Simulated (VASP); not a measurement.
# Ge in VASP: single point with PBE+D3(BJ)

Aim: the single point of Ge with PBE+D3(BJ).

Program: VASP 6.6.1. These are calculated values, not measurements. Logs are shortened: lines on timing, memory, paths and dates and some standing lists are left out, and cuts for length are marked.

**1. The cell of the first run**

The cell holds a slab with vacuum, 16 atoms: a = 8.060 Å, b = 8.060 Å, c = 20.113 Å, α = 90.00°, β = 90.00°, γ = 120.00°.

**2. Single point, PBE+D3(BJ)**

Contents of INCAR:

```
SYSTEM = Ge
PREC = Accurate
ENCUT = 520
EDIFF = 1E-7
ISMEAR = 0
SIGMA = 0.1
LREAL = Auto
LASPH = .TRUE.
NELM = 100
ALGO = Normal
ISIF = 2
LWAVE = .FALSE.
LCHARG = .FALSE.
LDIPOL = .TRUE.
IDIPOL = 3
DIPOL = 0.5 0.5 0.503
GGA = PE
IVDW = 12
NBANDS = 126
```

Contents of KPOINTS:

```
Automatic mesh
0
G
  3 3 1
  0 0 0
```

Contents of POSCAR:

```
Ge
1.0
    8.0601468051      0.0000000000      0.0000000000
   -4.0300734025      6.9802918914      0.0000000000
    0.0000000000      0.0000000000     20.1131764426
Ge
16
Direct
    0.6666666667      0.3333333333      0.3977492080
    0.6666666667      0.8333333333      0.3977492080
    0.1666666667      0.3333333333      0.3977492080
    0.1666666667      0.8333333333      0.3977492080
    0.5000000000      0.5000000000      0.4386495248
    0.5000000000      0.0000000000      0.4386495248
    0.0000000000      0.5000000000      0.4386495248
    0.0000000000      0.0000000000      0.4386495248
    0.0000000000      0.5000000000      0.5675228157
    0.0000000000      0.0000000000      0.5675228157
    0.5000000000      0.5000000000      0.5675228157
    0.5000000000      0.0000000000      0.5675228157
    0.8333333333      0.6666666667      0.6062511412
    0.8333333333      0.1666666667      0.6062511412
    0.3333333333      0.6666666667      0.6062511412
    0.3333333333      0.1666666667      0.6062511412
```

Potentials or basis: VASP PAW PBE potentials, release 64 (Ge_d).

Run with:

```bash
$ cat potpaw_PBE.64/Ge_d/POTCAR > POTCAR
$ mpirun -np 1 vasp_std > vasp.out
```

OUTCAR:

```text
SYSTEM = Ge
   PREC = Accurate
   ENCUT = 520
   EDIFF = 1E-7
   ISMEAR = 0
   LREAL = Auto
   LASPH = .TRUE.
   NELM = 100
   ISIF = 2
   GGA = PE
   IVDW = 12
 IVDW          = 12

 ion  position               nearest neighbor table
   1  0.667  0.333  0.398-   6 2.47   7 2.47   5 2.47
   2  0.667  0.833  0.398-   5 2.47   8 2.47   6 2.47
   3  0.167  0.333  0.398-   8 2.47   5 2.47   7 2.47
   4  0.167  0.833  0.398-   7 2.47   6 2.47   8 2.47
   5  0.500  0.500  0.439-   2 2.47   3 2.47   1 2.47  11 2.59
   6  0.500  0.000  0.439-   1 2.47   4 2.47   2 2.47  12 2.59
   7  0.000  0.500  0.439-   4 2.47   1 2.47   3 2.47   9 2.59
   8  0.000  0.000  0.439-   3 2.47   2 2.47   4 2.47  10 2.59
   9  0.000  0.500  0.568-  14 2.45  15 2.45  13 2.45   7 2.59
  10  0.000  0.000  0.568-  13 2.45  16 2.45  14 2.45   8 2.59
  11  0.500  0.500  0.568-  16 2.45  13 2.45  15 2.45   5 2.59
  12  0.500  0.000  0.568-  15 2.45  14 2.45  16 2.45   6 2.59
  13  0.833  0.667  0.606-  10 2.45  11 2.45   9 2.45
  14  0.833  0.167  0.606-   9 2.45  12 2.45  10 2.45
  15  0.333  0.667  0.606-  12 2.45   9 2.45  11 2.45
  16  0.333  0.167  0.606-  11 2.45  10 2.45  12 2.45

  LATTYP: Found a hexagonal cell.
 ALAT       =     8.0601468051
 C/A-ratio  =     2.4953858694

  Lattice vectors:

 A1 = (   8.0601468051,   0.0000000000,   0.0000000000)
 A2 = (  -4.0300734025,   6.9802918914,   0.0000000000)
 A3 = (   0.0000000000,   0.0000000000,  20.1131764426)

Analysis of symmetry for initial positions (statically):
=====================================================================
 Subroutine PRICEL returns following result:

  LATTYP: Found a hexagonal cell.
 ALAT       =     4.0300734026
 C/A-ratio  =     4.9907717388

  Lattice vectors:

 A1 = (   4.0300734026,   0.0000000000,   0.0000000000)
 A2 = (  -2.0150367013,   3.4901459457,   0.0000000000)
 A3 = (   0.0000000000,   0.0000000000,  20.1131764426)

   4 primitive cells build up your supercell.

 Routine SETGRP: Setting up the symmetry group for a
 hexagonal supercell.

 Subroutine GETGRP returns: Found  6 space group operations
 (whereof  6 operations were pure point group operations)
 out of a pool of 24 trial point group operations.

The static configuration has the point symmetry C_3v.

Analysis of symmetry for dynamics (positions and initial velocities):
=====================================================================
 Subroutine PRICEL returns following result:

  LATTYP: Found a hexagonal cell.
 ALAT       =     4.0300734026
 C/A-ratio  =     4.9907717388

  Lattice vectors:

 A1 = (   4.0300734026,   0.0000000000,   0.0000000000)
 A2 = (  -2.0150367013,   3.4901459457,   0.0000000000)
 A3 = (   0.0000000000,   0.0000000000,  20.1131764426)

   4 primitive cells build up your supercell.

 Routine SETGRP: Setting up the symmetry group for a
 hexagonal supercell.

 Subroutine GETGRP returns: Found  6 space group operations
 (whereof  6 operations were pure point group operations)
 out of a pool of 24 trial point group operations.

The dynamic configuration has the point symmetry C_3v.

 Subroutine INISYM returns: Found  6 space group operations
 (whereof  6 operations are pure point group operations),
 and found     4 'primitive' translations

----------------------------------------------------------------------------------------

                                     Primitive cell

  volume of cell :     282.9028

  direct lattice vectors                    reciprocal lattice vectors
     4.030073403  0.000000000  0.000000000     0.248134438  0.143260485  0.000000000
    -2.015036701  3.490145946  0.000000000     0.000000000  0.286520969  0.000000000
     0.000000000  0.000000000 20.113176443     0.000000000  0.000000000  0.049718651

  length of vectors
     4.030073403  4.030073403 20.113176443     0.286520969  0.286520969  0.049718651

  position of ions in fractional coordinates (direct lattice)
     0.333333333  0.666666667  0.397749208
     0.000000000  0.000000000  0.438649525
     0.000000000  0.000000000  0.567522816
     0.666666667  0.333333333  0.606251141

  ion indices of the primitive-cell ions
   primitive index   ion index
                 1           1
                 2           5
                 3          11
                 4          14

----------------------------------------------------------------------------------------

 KPOINTS: Automatic mesh

Automatic generation of k-mesh.
 Grid dimensions read from file:
 generate k-points for:    3    3    1

 Generating k-lattice:

  Cartesian coordinates                     Fractional coordinates (reciprocal lattice)
     0.041355740  0.023876747  0.000000000     0.333333333 -0.000000000  0.000000000
     0.000000000  0.047753495  0.000000000     0.000000000  0.333333333  0.000000000
     0.000000000  0.000000000  0.049718651     0.000000000  0.000000000  1.000000000

  Length of vectors
     0.047753495  0.047753495  0.049718651

  Shift w.r.t. Gamma in fractional coordinates (k-lattice)
     0.000000000  0.000000000  0.000000000

 Subroutine IBZKPT returns following result:
 ===========================================

 Found      3 irreducible k-points:

 Following reciprocal coordinates:
            Coordinates               Weight
  0.000000  0.000000  0.000000      1.000000
  0.333333  0.000000  0.000000      6.000000
  0.333333  0.333333  0.000000      2.000000
   k-points           NKPTS =      3   k-points in BZ     NKDIM =      3   number of bands    NBANDS=    126
   number of dos      NEDOS =    301   number of ions     NIONS =     16
   total plane-waves  NPLWV = 540000
   dimension x,y,z NGX =    60 NGY =   60 NGZ =  150
   dimension x,y,z NGXF=   120 NGYF=  120 NGZF=  300
   ions per type =              16
   NGX,Y,Z   is equivalent  to a cutoff of  12.38, 12.38, 12.40 a.u.
   NGXF,Y,Z  is equivalent  to a cutoff of  24.75, 24.75, 24.80 a.u.
 SYSTEM =  Ge
   PREC   = accura    normal or accurate (medium, high low for compatibility)
   ISTART =      0    job   : 0-new  1-cont  2-samecut
   ICHARG =      2    charge: 1-file 2-atom 10-const
   ISPIN  =      1    spin polarized calculation?
   LNONCOLLINEAR =      F non collinear calculations
   LSORBIT =      F    spin-orbit coupling
   LASPH  =      T    aspherical Exc in radial PAW
   ENCUT  =  520.0 eV  38.22 Ry    6.18 a.u.  14.99 14.99 37.40*2*pi/ulx,y,z
   NELM   =    100;   NELMIN=  2; NELMDL= -5     # of ELM steps
   EDIFF  = 0.1E-06   stopping-criterion for ELM
   LREAL  =      T    real-space projection
   EDIFFG = 0.1E-05   stopping-criterion for IOM
   NSW    =      0    number of steps for IOM
   IBRION =     -1    ionic relax: 0-MD 1-quasi-New 2-CG
   NFREE  =      0    steps in history (QN), initial steepest desc. (CG)
   ISIF   =      2    stress and relaxation
   ISYM   =      2    0-nonsym 1-usesym 2-fastsym
   POTIM  = 0.5000    time-step for ionic-motion
   TEBEG  =    0.0;   TEEND  =   0.0 temperature during run
   PSTRESS=    0.0 pullay stress
   NELECT =     224.0000    total number of electrons
   NUPDOWN=      -1.0000    fix difference up-down
   EMIN   =  10.00;   EMAX   =-10.00  energy-range for DOS
   EFERMI =   0.00;   METHOD = LEGACY
   ISMEAR =     0;   SIGMA  =   0.10  broadening in eV -4-tet -1-fermi 0-gaus
   EFERMI_NEDOS =   21; number of points for ismear=-14 and -15
   IALGO  =     38    algorithm
   IMIX   =      4    mixing-type and parameters
     AMIX     =   0.40;   BMIX     =  1.00
     AMIX_MAG =   1.60;   BMIX_MAG =  1.00
  volume/ion in A,a.u.               =      70.73       477.28
  Fermi-wavevector in a.u.,A,eV,Ry     =   0.954095  1.802979 12.385355  0.910298
  Thomas-Fermi vector in A             =   2.082811
   LORBIT       =      0    0 simple, 1 ext, 2 COOP (PROOUT), +10 PAW based schemes
   GGA     = PE    functional components
   LHFCALC =     F    Hartree Fock is set to
   AEXX    =    0.0000 exact exchange contribution
   IVDW    =    12    specifies the selected vdW correction
   LEPSILON=     F    determine dielectric tensor
   LRPA    =     F    only Hartree local field effects (RPA)
 non-spin polarized calculation
 Gauss-broadening in eV      SIGMA  =   0.10
  energy-cutoff  :      520.00
  volume of cell :     1131.61
 maximum number of plane-waves:     30513
 NGX is ok and might be reduce to    60
   NGX = 29   NGY = 29   NGZ = 75

 dipolmoment           0.000000      0.000000      0.002676 electrons x Angstroem

 number of electron     224.0000094 magnetization

 dipolmoment           0.000000      0.000000     -0.014467 electrons x Angstroem

 Free energy of the ion-electron system (eV)
  ---------------------------------------------------
  ext. energy  EPLUGINS =         0.00000000
  ---------------------------------------------------
  free energy    TOTEN  =       -66.18980464 eV

  energy without entropy =      -66.17072587  energy(sigma->0) =      -66.18026526

 E-fermi :  -1.6591     XC(G=0):  -3.9446

 val. band max:       -1.7515423083   @ k =   0.3333   0.3333   0.0000
 cond. band min:      -1.5967417187   @ k =   0.0000   0.0000   0.0000
 fundamental gap:      0.1548005896
 Fermi energy:        -1.6590916598

 k-point     1 :       0.0000    0.0000    0.0000
  band No.  band energies     occupation
      1     -26.1175      2.00000
      2     -26.1175      2.00000
      3     -26.1175      2.00000
      4     -26.0907      2.00000
      5     -26.0907      2.00000
      6     -26.0907      2.00000
[... 116 lines left out ...]
    123       0.2116      0.00000
    124       0.2116      0.00000

 k-point     2 :       0.3333    0.0000    0.0000
  band No.  band energies     occupation
      1     -26.1177      2.00000
      2     -26.1177      2.00000
      3     -26.1148      2.00000
      4     -26.1036      2.00000
      5     -26.0988      2.00000
      6     -26.0988      2.00000
[... 116 lines left out ...]
    123       1.6931      0.00000
    124       1.6931      0.00000

 k-point     3 :       0.3333    0.3333    0.0000
  band No.  band energies     occupation
      1     -26.1193      2.00000
      2     -26.1125      2.00000
      3     -26.1125      2.00000
      4     -26.1125      2.00000
      5     -26.1053      2.00000
      6     -26.0936      2.00000
[... 116 lines left out ...]
    123       1.8904      0.00000
    124       2.1633      0.00000
 [bands above 124 left out]

------------------------ aborting loop because EDIFF is reached ----------------------------------------

 vacuum level on the upper side and lower side of the slab       (xc-potential included)        -0.074        -0.033

 Edisp (eV)   -3.44125

 E8    (eV) :    -1.6117

  FORCE on cell =-STRESS in cart. coord.  units (eV):
  Direction    XX          YY          ZZ          XY          YZ          ZX
  --------------------------------------------------------------------------------------
  -------------------------------------------------------------------------------------
  Total      -1.41457    -1.41457    -0.23516    -0.00000     0.00000     0.00000
  in kB      -2.00279    -2.00279    -0.33295    -0.00000     0.00000     0.00000
  external pressure =       -1.45 kB  Pullay stress =        0.00 kB

 VOLUME and BASIS-vectors are now :
 -----------------------------------------------------------------------------
  energy-cutoff  :      520.00
  volume of cell :     1131.61
      direct lattice vectors                 reciprocal lattice vectors
     8.060146805  0.000000000  0.000000000     0.124067219  0.071630242  0.000000000
    -4.030073403  6.980291891  0.000000000     0.000000000  0.143260485  0.000000000
     0.000000000  0.000000000 20.113176443     0.000000000  0.000000000  0.049718651

 POSITION                                       TOTAL-FORCE (eV/Angst)
 -----------------------------------------------------------------------------------
      4.03007      2.32676      8.00000         0.000000     -0.000000      0.118120
      2.01504      5.81691      8.00000        -0.000000     -0.000000      0.118120
      0.00000      2.32676      8.00000         0.000000     -0.000000      0.118120
     -2.01504      5.81691      8.00000         0.000000     -0.000000      0.118120
      2.01504      3.49015      8.82264         0.000000      0.000000     -0.145019
      4.03007      0.00000      8.82264         0.000000      0.000000     -0.145019
[... 8 lines left out ...]
     -0.00000      4.65353     12.19364        -0.000000      0.000000      0.010280
      2.01504      1.16338     12.19364         0.000000      0.000000      0.010280
 -----------------------------------------------------------------------------------
    total drift:                                0.000001      0.000001      0.007299

  FREE ENERGIE OF THE ION-ELECTRON SYSTEM (eV)
  ---------------------------------------------------
  free  energy   TOTEN  =       -69.6310554113 eV

  energy  without entropy=      -69.6119766394  energy(sigma->0) =      -69.62151603

 vacuum level on the upper side and lower side of the slab         2.860         2.902
```

It took 31 min on 1 thread of AMD EPYC 7R43 (Zen 3), shared host; peak memory 1.1 GiB.

What came out:

```yaml
Free_energy: -69.6311 eV
Largest_force: 0.145 eV/Å
Band_gap_on_the_k_mesh: zero (bands 112 and 113 overlap by 0.15 eV)
Dispersion_energy_per_atom: -0.215 eV
```

Forces on the atoms (eV/Å):
```
Ge   0.000  0.000  0.118
Ge   0.000  0.000  0.118
Ge   0.000  0.000  0.118
Ge   0.000  0.000  0.118
Ge   0.000  0.000 -0.145
Ge   0.000  0.000 -0.145
Ge   0.000  0.000 -0.145
Ge   0.000  0.000 -0.145
Ge   0.000  0.000  0.017
Ge   0.000  0.000  0.017
Ge   0.000  0.000  0.017
Ge   0.000  0.000  0.017
Ge   0.000  0.000  0.010
Ge   0.000  0.000  0.010
Ge   0.000  0.000  0.010
Ge   0.000  0.000  0.010
```

The gap in the log of VASP goes by the Fermi energy; the results here count the filled bands.